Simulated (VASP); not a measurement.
# Bi in VASP: further runs, part 2 of 2

VASP 6.6.1.

## Step 3: Single point, PBEsol

This run uses another cell than the first one, of 25.77 Å³/atom.

INCAR reads:

```
ALGO = Normal ; EDIFF = 1E-6
ENCUT = 520 ; GGA = PS
ISIF = 2 ; ISMEAR = -1
LASPH = True ; LCHARG = True
LELF = True ; LREAL = False
LVHAR = True ; LWAVE = False
NBANDS = 22 ; NELM = 100
PREC = Accurate ; SIGMA = 0.05
```

KPOINTS reads:

```
k-points
0
Gamma
  8 8 4
```

POSCAR reads:

```
Bi
1.0
    3.1858653737      0.0000000000      0.0214740172
    0.0000000000      2.9822079940      0.0000000000
   -0.0364201768      0.0000000000      5.4246312535
Bi
2
Direct
    0.7499742456      0.0000000000      0.7500005546
    0.2500257544      0.0000000000      0.2499994454
```

Potentials or basis: VASP PAW PBE potentials, release 64 (Bi_d).

The run is started by

```bash
> cat potpaw_PBE.64/Bi_d/POTCAR > POTCAR
> mpirun -np 1 vasp_std > vasp.out
```

OUTCAR:

```text
EDIFF = 1E-6
   ENCUT = 520
   GGA = PS
   ISIF = 2
   ISMEAR = -1
   LASPH = True
   LREAL = False
   NELM = 100
   PREC = Accurate

 ion  position               nearest neighbor table
   1  0.750  0.000  0.750-   2 3.15   2 3.15   2 3.15   2 3.15
   2  0.250  0.000  0.250-   1 3.15   1 3.15   1 3.15   1 3.15

  LATTYP: Found a simple monoclinic cell.
 ALAT       =     3.1859377446
 B/A-ratio  =     0.9360534427
 C/A-ratio  =     1.7027179897
[... 789 lines left out ...]

------------------------ aborting loop because EDIFF is reached ----------------------------------------

  FORCE on cell =-STRESS in cart. coord.  units (eV):
  Direction    XX          YY          ZZ          XY          YZ          ZX
  --------------------------------------------------------------------------------------
  -------------------------------------------------------------------------------------
  Total        6.4005480      6.4042843      6.4017155      0.0000000      0.0000000     -0.0003344
  in kB      198.9630911    199.0792330    198.9993828      0.0000000      0.0000000     -0.0103955
  external PRESSURE =     199.0139023 kB  Pullay stress =       0.0000000 kB

 VOLUME and BASIS-vectors are now :
 -----------------------------------------------------------------------------
  energy-cutoff  :      520.00
  volume of cell :       51.54
      direct lattice vectors                 reciprocal lattice vectors
     3.185865374  0.000000000  0.021474017     0.313872255  0.000000000  0.002107292
     0.000000000  2.982207994  0.000000000     0.000000000  0.335322017  0.000000000
    -0.036420177  0.000000000  5.424631254    -0.001242499  0.000000000  0.184335985

 POSITION                                       TOTAL-FORCE (eV/Angst)
 -----------------------------------------------------------------------------------
      2.36200      0.00000      4.08458         0.000173      0.000000     -0.000048
      0.78744      0.00000      1.36152        -0.000173     -0.000000      0.000048
 -----------------------------------------------------------------------------------
    total drift:                                0.000000      0.000000     -0.000000

  FREE ENERGIE OF THE ION-ELECTRON SYSTEM (eV)
  ---------------------------------------------------
  free  energy   TOTEN  =        -7.8984037010 eV

  energy  without entropy=       -7.8920873425  energy(sigma->0) =       -7.89524552
```

stdout:

```text
POSCAR found type information on POSCAR Bi
 POSCAR found :  1 types and       2 ions
 scaLAPACK will be used
 -----------------------------------------------------------------------------
|                                                                             |
|                                                                             |
|     You enforced a specific xc type in the INCAR file but a different       |
|     I HOPE YOU KNOW WHAT YOU ARE DOING!                                     |
|                                                                             |
 -----------------------------------------------------------------------------

 LDA part: xc-table for (Slater+PW92), standard interpolation
 POSCAR, INCAR and KPOINTS ok, starting setup
 FFT: planning ... GRIDC
 FFT: planning ... GRID_SOFT
 FFT: planning ... GRID
 WAVECAR not read
 entering main loop
```

Wall time 1.7 min (1 thread of AMD EPYC 7R13, shared host); peak memory 0.18 GiB.

Results:

```yaml
Free_energy: -7.8984 eV
Pressure: 19.9 GPa
Band_gap_on_the_k_mesh: zero (bands 15 and 16 overlap by 7.26 eV)
```

Levels at points of the mesh, in eV from the Fermi level:
```tsv
k point	band 11	band 12	band 13	band 14	band 15	band 16	band 17	band 18	band 19	band 20
(0.00, 0.00, 0.00)	-15.40	-11.42	-6.75	1.27	3.49	5.32	5.58	5.89	7.42	8.00
(0.50, 0.00, 0.00)	-11.92	-11.92	-4.68	-4.68	-2.33	-2.33	7.20	7.21	10.19	10.19
(0.00, 0.50, 0.00)	-12.43	-8.41	-7.04	-4.27	-3.64	2.28	3.91	8.39	8.46	8.75
(0.50, 0.50, 0.00)	-8.98	-8.98	-3.86	-3.86	-2.03	-2.03	0.35	0.35	3.69	3.69
(0.00, 0.00, 0.50)	-14.07	-14.07	-1.33	-1.33	2.86	2.86	4.99	4.99	6.75	6.75
(0.50, 0.00, 0.50)	-11.59	-11.59	-6.79	-6.79	1.65	1.65	6.27	6.27	7.25	7.25
(0.00, 0.50, 0.50)	-11.16	-11.15	-5.73	-5.73	1.54	1.54	5.70	5.70	6.32	6.32
(0.50, 0.50, 0.50)	-8.59	-8.59	-4.30	-4.30	-3.77	-3.77	2.19	2.19	4.32	4.32
```

Caveat: the cell stands under pressure; the PAW data sets were made with another functional, which shifts forces and pressure a little; spin-orbit coupling is left out, which moves the levels of the heavy elements.

## Step 4: Single point, PBEsol

This run uses another cell than the first one, of 28.03 Å³/atom.

INCAR reads:

```
SYSTEM = Bi
ALGO = Fast
EDIFF = 1E-7
ENCUT = 520
GGA = PS
ISIF = 2
ISMEAR = -1
LASPH = .True.
LCHARG = .False.
LREAL = .False.
LWAVE = .False.
NBANDS = 22
NELM = 80
PREC = Accurate
SIGMA = 0.05
```

KPOINTS reads:

```
k-points
0
Gamma
  8 8 4
  0 0 0
```

POSCAR reads:

```
Bi
1.0
    3.2560010446      0.0000000000      0.0219266945
    0.0000000000      3.0750158163      0.0000000000
   -0.0372618810      0.0000000000      5.5986319727
Bi
2
Direct
    0.7503316003      0.0000000000      0.7500033218
    0.2496683997      0.0000000000      0.2499966782
```

The run is started by

```bash
> cat potpaw_PBE.64/Bi_d/POTCAR > POTCAR
> mpirun -np 1 vasp_std > vasp.out
```

Run time: 2.8 min. Hardware: 1 thread of AMD EPYC 7R13, shared host; peak memory 0.19 GiB.

Results (log left out):

```yaml
Free_energy: -8.3123 eV
Pressure: 9.9 GPa
Band_gap_on_the_k_mesh: zero (bands 15 and 16 overlap by 6.61 eV)
```

Levels at points of the mesh, in eV from the Fermi level:
| k point | band 13 | band 14 | band 15 | band 16 | band 17 | band 18 |
| --- | --- | --- | --- | --- | --- | --- |
| (0.00, 0.00, 0.00) | -6.18 | 1.37 | 3.21 | 4.97 | 5.07 | 5.82 |
| (0.50, 0.00, 0.00) | -4.40 | -4.40 | -2.08 | -2.07 | 6.51 | 6.51 |
| (0.00, 0.50, 0.00) | -6.42 | -3.96 | -3.35 | 2.40 | 3.69 | 7.61 |
| (0.50, 0.50, 0.00) | -3.49 | -3.48 | -2.07 | -2.06 | 0.30 | 0.32 |
| (0.00, 0.00, 0.50) | -1.38 | -1.38 | 2.79 | 2.79 | 4.53 | 4.53 |
| (0.50, 0.00, 0.50) | -6.20 | -6.20 | 1.52 | 1.53 | 5.97 | 5.97 |
| (0.00, 0.50, 0.50) | -5.24 | -5.24 | 1.12 | 1.12 | 5.25 | 5.25 |
| (0.50, 0.50, 0.50) | -3.97 | -3.97 | -3.41 | -3.41 | 2.36 | 2.36 |

Caveat: the cell stands under pressure; the PAW data sets were made with another functional, which shifts forces and pressure a little; spin-orbit coupling is left out, which moves the levels of the heavy elements.

## Step 5: Summary

| cell | gap on the mesh (eV) | pressure (GPa) |
| --- | --- | --- |
| a = 3.144, b = 2.918, c = 5.273 Å, 2 atoms, atomic positions A | none | 29.9 |
| a = 3.186, b = 2.982, c = 5.425 Å, 2 atoms, atomic positions A | none | 19.9 |
| a = 3.256, b = 3.075, c = 5.599 Å, 2 atoms, atomic positions B | none | 9.9 |

Alike in all rows: task single point; level PBEsol; potentials or basis VASP PAW PBE potentials, release 64 (Bi_d); no spin polarisation; k mesh 8 × 8 × 4; cutoff (eV) 520; smearing fermi-dirac 0.05 eV.

Caveats: the cell stands under pressure; the PAW data sets were made with another functional, which shifts forces and pressure a little; spin-orbit coupling is left out, which moves the levels of the heavy elements.

Absolute energies hang on the potentials; compare differences alone.
